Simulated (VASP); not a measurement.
Here is a VASP 6.6.1 calculation.

The input INCAR:

```
SYSTEM = PbS
ALGO     = Normal         ! electronic algorithm
EDIFF    = 1E-6           ! SCF threshold, eV
ENCUT    = 520            ! plane-wave cutoff, eV
GGA      = PE             ! functional
ISIF     = 2              ! what is computed and relaxed
ISMEAR   = -1             ! smearing method
LASPH    = .TRUE.         ! aspherical terms in the spheres
LCHARG   = .FALSE.        ! write CHGCAR
LREAL    = .FALSE.        ! projectors in reciprocal space
LWAVE    = .FALSE.        ! write WAVECAR
NBANDS   = 17             ! bands
NELM     = 100            ! most SCF steps
PREC     = Accurate       ! precision mode
SIGMA    = 0.02           ! smearing width, eV
```

The input KPOINTS:

```
k-points
0
G
  8 8 8
  0 0 0
```

Contents of POSCAR:

```
PbS
1.0
    0.0000000000      3.0953705145      3.0953705145
    3.0953705145      0.0000000000      3.0953705145
    3.0953705145      3.0953705145      0.0000000000
Pb S
1 1
Direct
    0.0000000000      0.0000000000      0.0000000000
    0.5000000000      0.5000000000      0.5000000000
```

Potentials or basis: VASP PAW PBE potentials, release 64 (Pb_d, S).

Command:

```console
$ cat potpaw_PBE.64/Pb_d/POTCAR potpaw_PBE.64/S/POTCAR > POTCAR
$ mpirun -np 1 vasp_std > vasp.out
```

**Question.** Estimate the pressure.

**Answer.** -4.0 GPa.

**Question.** What does it give for the band gap on the k mesh?

**Answer.** 0.75 eV.

Caveat: the cell differs from its parent crystal (strain +3.6%); the cell stands under tension; spin-orbit coupling is left out, which moves the levels of the heavy elements. A k mesh can miss the band edges.
